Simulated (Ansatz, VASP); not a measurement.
## Ga2Cu in VASP and in Ansatz

```
CELL_PARAMETERS angstrom
2.86724 0.00000 0.00000
0.00000 2.86724 0.00000
0.00000 0.00000 5.91584
ATOMIC_POSITIONS crystal
Ga 0.50000 0.50000 0.29500
Ga 0.50000 0.50000 0.70500
Cu 0.00000 0.00000 0.00000
```

Change from the starting cell: volume scaled by 1.04, crystal datasets.

Alike in both runs: task electric field gradients; functional PBEsol; k mesh 14 × 14 × 7; occupations fermi-dirac, width 0.08 eV; no spin polarisation.

|  | VASP | Ansatz |
| --- | --- | --- |
| version | VASP 6.6.1 | Ansatz 0.2.0 |
| potentials or method | VASP PAW PBE potentials, release 64 (Ga_d, Cu), cutoff 520 eV | all-electron PAW with datasets made for the crystal, scalar-relativistic |

VASP gave:

```
pressure (GPa)                                                : -6.2
traceless stress, the component that is largest in VASP (GPa) : 1.80
rms of the force components (eV/Å)                            : 0.465
size of Vzz on the site where it differs most (V/Å²)          : 54.0
```

**Question.** Estimate Ansatz's values.

**Answer.** Pressure (GPa): -6.4; traceless stress, the component that is largest in VASP (GPa): 1.68; rms of the force components (eV/Å): 0.474; size of Vzz on the site where it differs most (V/Å²): 56.1.

VASP's potentials were made for PBE, not for PBEsol. Atom by atom the forces differ by 0.009 eV/Å (rms over components). Ansatz ran all-electron here, and VASP with PAW potentials.
